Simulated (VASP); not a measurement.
# RbCaBr3 (Cmmm) in VASP: notebook, part 2 of 2

VASP 6.6.1. Earlier steps stand in the parts before.

### Step 4. Single point, LDA (strain -0.0100 x Voigt [0, 0, 0, 0, 0, 1])

File INCAR:

```
PREC = Accurate
ENCUT = 520
EDIFF = 1E-6
ISMEAR = 0
SIGMA = 0.05
LREAL = F
LASPH = T
NELM = 60
ALGO = Normal
ISIF = 2
LWAVE = F
LCHARG = F
NBANDS = 28
```

File KPOINTS:

```
Automatic mesh
0
Gamma
  4 4 4
```

File POSCAR:

```
RbCaBr3
1.0
    5.7366900000     -0.0286834500      0.0000000000
   -0.0286834500      5.7366900000      0.0000000000
    0.0000000000      0.0000000000      5.7366900000
Rb Ca Br
1 1 3
Direct
    0.5000000000      0.5000000000      0.5000000000
    0.0000000000      0.0000000000      0.0000000000
    0.5000000000      0.0000000000      0.0000000000
    0.0000000000      0.5000000000      0.0000000000
    0.0000000000      0.0000000000      0.5000000000
```

Potentials or basis: VASP PAW LDA potentials, release 64 (Rb_sv, Ca_sv, Br).

The run is started by

```bash
$ cat potpaw_LDA.64/Rb_sv/POTCAR potpaw_LDA.64/Ca_sv/POTCAR potpaw_LDA.64/Br/POTCAR > POTCAR
$ mpirun -np 1 vasp_std > vasp.out
```

OUTCAR:

```text
PREC = Accurate
   ENCUT = 520
   EDIFF = 1E-6
   ISMEAR = 0
   LREAL = F
   LASPH = T
   NELM = 60
   ISIF = 2

 ion  position               nearest neighbor table
   1  0.500  0.500  0.500-   5 4.04   5 4.04   3 4.06   3 4.06   4 4.06   3 4.06   3 4.06   4 4.06
                             4 4.06   4 4.06   5 4.08   5 4.08
   2  0.000  0.000  0.000-   5 2.87   5 2.87   3 2.87   4 2.87   4 2.87   3 2.87
   3  0.500  0.000  0.000-   2 2.87   2 2.87   1 4.06   1 4.06   1 4.06   1 4.06
   4  0.000  0.500  0.000-   2 2.87   2 2.87   1 4.06   1 4.06   1 4.06   1 4.06
   5  0.000  0.000  0.500-   2 2.87   2 2.87   1 4.04   1 4.04   1 4.08   1 4.08

  LATTYP: Found a base centered orthorhombic cell.
 ALAT       =     8.0723402771
 B/A-ratio  =     1.0100502513
 C/A-ratio  =     0.7106600816

  Lattice vectors:

 A1 = (   5.7366900000,  -0.0286834500,   0.0000000000)
 A2 = (  -0.0286834500,   5.7366900000,   0.0000000000)
 A3 = (   0.0000000000,   0.0000000000,   5.7366900000)

Analysis of symmetry for initial positions (statically):
=====================================================================
 Subroutine PRICEL returns:
 Original cell was already a primitive cell.

 Routine SETGRP: Setting up the symmetry group for a
 base centered orthorhombic supercell.

 Subroutine GETGRP returns: Found  8 space group operations
 (whereof  8 operations were pure point group operations)
 out of a pool of  8 trial point group operations.

The static configuration has the point symmetry D_2h.

Analysis of symmetry for dynamics (positions and initial velocities):
=====================================================================
 Subroutine PRICEL returns:
 Original cell was already a primitive cell.

 Routine SETGRP: Setting up the symmetry group for a
 base centered orthorhombic supercell.
[... 124 lines left out ...]
   IALGO  =     38    algorithm
   IMIX   =      4    mixing-type and parameters
     AMIX     =   0.40;   BMIX     =  1.00
     AMIX_MAG =   1.60;   BMIX_MAG =  1.00
  volume/ion in A,a.u.               =      37.76       254.80
  Fermi-wavevector in a.u.,A,eV,Ry     =   0.975971  1.844318 12.959822  0.952520
  Thomas-Fermi vector in A             =   2.106553
   LORBIT       =      0    0 simple, 1 ext, 2 COOP (PROOUT), +10 PAW based schemes
   GGA     = CA    functional components
   LHFCALC =     F    Hartree Fock is set to
   AEXX    =    0.0000 exact exchange contribution
   IVDW    =     0    specifies the selected vdW correction
   LEPSILON=     F    determine dielectric tensor
   LRPA    =     F    only Hartree local field effects (RPA)
 non-spin polarized calculation
 Gauss-broadening in eV      SIGMA  =   0.05
  energy-cutoff  :      520.00
  volume of cell :      188.79
 maximum number of plane-waves:      5112
 NGX is ok and might be reduce to    48
   NGX = 21   NGY = 21   NGZ = 21

 number of electron      39.9999996 magnetization

 Free energy of the ion-electron system (eV)
  ---------------------------------------------------
  ext. energy  EPLUGINS =         0.00000000
  ---------------------------------------------------
  free energy    TOTEN  =       -19.17000127 eV

  energy without entropy =      -19.17000127  energy(sigma->0) =      -19.17000127

 E-fermi :  -0.9097     XC(G=0):  -7.8932

 val. band max:       -1.1441682340   @ k =   0.5000   0.5000   0.5000
 cond. band min:       2.5382905712   @ k =   0.0000   0.0000   0.0000
 fundamental gap:      3.6824588052
 Fermi energy:        -0.9096622821

 k-point     1 :       0.0000    0.0000    0.0000
  band No.  band energies     occupation
      1     -39.7285      2.00000
      2     -26.3394      2.00000
      3     -21.0629      2.00000
      4     -21.0617      2.00000
      5     -21.0605      2.00000
      6     -14.1864      2.00000
[... 640 lines left out ...]
     27       5.1501      0.00000
     28       6.9896      0.00000

------------------------ aborting loop because EDIFF is reached ----------------------------------------

  FORCE on cell =-STRESS in cart. coord.  units (eV):
  Direction    XX          YY          ZZ          XY          YZ          ZX
  --------------------------------------------------------------------------------------
  -------------------------------------------------------------------------------------
  Total       -2.8101962     -2.8101962     -2.8102680      0.0724129      0.0000000      0.0000000
  in kB      -23.8492063    -23.8492063    -23.8498162      0.6145443      0.0000000      0.0000000
  external PRESSURE =     -23.8494096 kB  Pullay stress =       0.0000000 kB

 VOLUME and BASIS-vectors are now :
 -----------------------------------------------------------------------------
  energy-cutoff  :      520.00
  volume of cell :      188.79
      direct lattice vectors                 reciprocal lattice vectors
     5.736690000 -0.028683450  0.000000000     0.174320906  0.000871605  0.000000000
    -0.028683450  5.736690000  0.000000000     0.000871605  0.174320906  0.000000000
     0.000000000  0.000000000  5.736690000     0.000000000  0.000000000  0.174316548

 POSITION                                       TOTAL-FORCE (eV/Angst)
 -----------------------------------------------------------------------------------
      2.85400      2.85400      2.86835        -0.000000      0.000000      0.000000
      0.00000      0.00000      0.00000         0.000000      0.000000      0.000000
      2.86835     -0.01434      0.00000         0.000000      0.000000      0.000000
     -0.01434      2.86835      0.00000         0.000000      0.000000      0.000000
      0.00000      0.00000      2.86835         0.000000      0.000000      0.000000
 -----------------------------------------------------------------------------------
    total drift:                                0.000000     -0.000000      0.000000

  FREE ENERGIE OF THE ION-ELECTRON SYSTEM (eV)
  ---------------------------------------------------
  free  energy   TOTEN  =       -19.1700012728 eV

  energy  without entropy=      -19.1700012728  energy(sigma->0) =      -19.17000127
```

It took 1.8 min on 1 thread of Oxide Virtual Turin-like, shared host; peak memory 0.28 GiB.

What came out:

* Free energy: -19.1700 eV
* Pressure: -2.4 GPa
* Band gap on the k mesh: 3.68 eV, indirect (least direct gap 3.97 eV)

Stress tensor (GPa, compression positive):
```
-2.38  0.06  0.00
 0.06 -2.38  0.00
 0.00  0.00 -2.38
```

Caveat: the cell differs from its parent crystal (strain -0.0100 x Voigt [0, 0, 0, 0, 0, 1]). A k mesh can miss the band edges.

### Step 5. Single point, LDA (strain +0.0050 x Voigt [0, 0, 0, 0, 0, 1])

File INCAR:

```
PREC = Accurate
ENCUT = 520
EDIFF = 1E-6
ISMEAR = 0
SIGMA = 0.05
LREAL = False
LASPH = True
NELM = 60
ALGO = Normal
ISIF = 2
LWAVE = False
LCHARG = True
LELF = True
LVHAR = True
NBANDS = 28
```

File KPOINTS:

```
regular mesh
0
Gamma
  4 4 4
```

POSCAR, as its differences from that of step 4:

```diff
@@ -2,4 +2,4 @@
 1.0
-    5.7366900000     -0.0286834500      0.0000000000
-   -0.0286834500      5.7366900000      0.0000000000
+    5.7366900000      0.0143417250      0.0000000000
+    0.0143417250      5.7366900000      0.0000000000
     0.0000000000      0.0000000000      5.7366900000
```

The run is started by

```bash
$ cat potpaw_LDA.64/Rb_sv/POTCAR potpaw_LDA.64/Ca_sv/POTCAR potpaw_LDA.64/Br/POTCAR > POTCAR
$ mpirun -np 1 vasp_std > vasp.out
```

It took 2.3 min on 1 thread of Oxide Virtual Turin-like, shared host; peak memory 0.29 GiB.

Results (log left out):

- Free energy: -19.1702 eV
- Pressure: -2.4 GPa
- Band gap on the k mesh: 3.68 eV, indirect (least direct gap 3.98 eV)

Levels at points of the mesh, in eV from the valence-band top:
```
           k point  band 18  band 19  band 20  band 21  band 22  band 23
(0.00, 0.00, 0.00)    -0.31    -0.30    -0.29     3.68     4.56     4.56
(0.50, 0.00, 0.00)    -0.72    -0.42    -0.42     4.71     5.33     5.62
(0.50, 0.50, 0.00)    -0.88    -0.88    -0.01     5.66     5.67     5.75
(0.00, 0.00, 0.50)    -0.72    -0.43    -0.40     4.71     5.33     5.62
(0.50, 0.00, 0.50)    -0.88    -0.88    -0.02     5.66     5.66     5.75
(0.50, 0.50, 0.50)     0.00     0.00     0.00     5.22     5.99     6.00
```

Caveat: the cell differs from its parent crystal (strain +0.0050 x Voigt [0, 0, 0, 0, 0, 1]). A k mesh can miss the band edges.

### Step 6. Overview

| cell | gap on the mesh (eV) | pressure (GPa) |
| --- | --- | --- |
| a = 5.737 Å, angles 90.0, 90.0, 91.1°, 5 atoms | 3.68 | -2.4 |
| a = 5.737 Å, angles 90.0, 90.0, 89.1°, 5 atoms | 3.68 | -2.4 |
| a = 5.737 Å, angles 90.0, 90.0, 90.6°, 5 atoms | 3.68 | -2.4 |
| a = 5.737 Å, angles 90.0, 90.0, 89.7°, 5 atoms | 3.68 | -2.4 |

Alike in all rows: task single point; level LDA; potentials or basis VASP PAW LDA potentials, release 64 (Rb_sv, Ca_sv, Br); no spin polarisation; k mesh 4 × 4 × 4; cutoff (eV) 520; smearing gaussian 0.05 eV.

Absolute energies hang on the potentials; compare differences alone.
